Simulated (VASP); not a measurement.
Set up this calculation in VASP 6.6.1, as the native input.

```yaml
Task: single point
Functional: BLYP
Potentials_or_basis: VASP PAW PBE potentials, release 64 (Fe)
Cutoff: 520 eV
k_mesh: 17 × 17 × 17
Occupations: fermi-dirac, width 0.1 eV
Spin: no spin polarisation
Dipole_correction: no
Further_INCAR_settings: ALGO = Normal; EDIFF = 1e-06; NBANDS = 10
```

The structure of Fe lies in POSCAR:

```
Fe
1.0
    0.0000000000      1.7939142411      1.7939142411
    1.7939142411      0.0000000000      1.7939142411
    1.7939142411      1.7939142411      0.0000000000
Fe
1
Direct
    0.0000000000      0.0000000000      0.0000000000
```

This cell differs from its parent crystal: volume scaled by 1.08.

One way to write it, as run:

INCAR

```
SYSTEM = Fe
PREC = Accurate
ENCUT = 520
EDIFF = 1E-6
ISMEAR = -1
SIGMA = 0.1
LREAL = .FALSE.
LASPH = .TRUE.
NELM = 60
ALGO = Normal
ISIF = 2
LWAVE = .FALSE.
LCHARG = .FALSE.
GGA = B5
ALDAX = 1.0
AGGAX = 1.0
AGGAC = 1.0
ALDAC = 0.0
NBANDS = 10
```

KPOINTS

```
regular mesh
0
G
  17 17 17
  0 0 0
```

Potentials or basis: VASP PAW PBE potentials, release 64 (Fe).

Run with:

```console
$ cat potpaw_PBE.64/Fe/POTCAR > POTCAR
$ mpirun -np 1 vasp_std > vasp.out
```

It gave:

```json
{
 "Pressure": "-15.8 GPa",
 "Band gap on the k mesh": "zero (band 4 reaches 7.04 eV, above the bottom of band 5 at 5.36 eV)"
}
```

Caveat: the PAW data sets were made with another functional, which shifts forces and pressure a little; the run has no spin polarisation, though such a crystal can be magnetic.

Run time: 35 s on 1 thread of AMD EPYC 7R43 64-Core Processor (Zen 3), with other jobs on the host, peak memory 0.1 GiB.
